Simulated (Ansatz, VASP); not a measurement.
Two plane-wave programs on TiC

```
CELL_PARAMETERS angstrom
0.00000 2.09908 2.09908
2.09908 0.00000 2.09908
2.09908 2.09908 0.00000
ATOMIC_POSITIONS crystal
Ti 0.00000 0.00000 0.00000
C 0.50000 0.50000 0.50000
```

Change from the starting cell: strain -0.030 along x and y, -0.030 along z, atoms carried along.

Alike in both runs: task single point; functional r2SCAN; k mesh 18 × 18 × 18; occupations gaussian, width 0.15 eV; no spin polarisation.

|  | VASP | Ansatz |
| --- | --- | --- |
| version | VASP 6.6.1 | Ansatz 0.2.0 |
| potentials or method | VASP PAW PBE potentials, release 64 (Ti_sv, C), cutoff 520 eV | scalar-relativistic, plane waves, PAW |
| valence electrons in the cell | 16 | 16 |

|  | VASP | Ansatz | Ansatz less VASP |
| --- | --- | --- | --- |
| gap on the k mesh at the Fermi level (eV) | none | none | - |
| pressure (GPa) | 29.9 | 28.7 | -1.19 |

VASP's potentials were made for PBE, not for r2SCAN. A gap of «none» marks a metal or a gap that the smearing closes. Both programs put the cell under a high pressure, so it lies far from rest at this level. With one functional, cell and mesh, what is left measures potentials, basis and numerics.
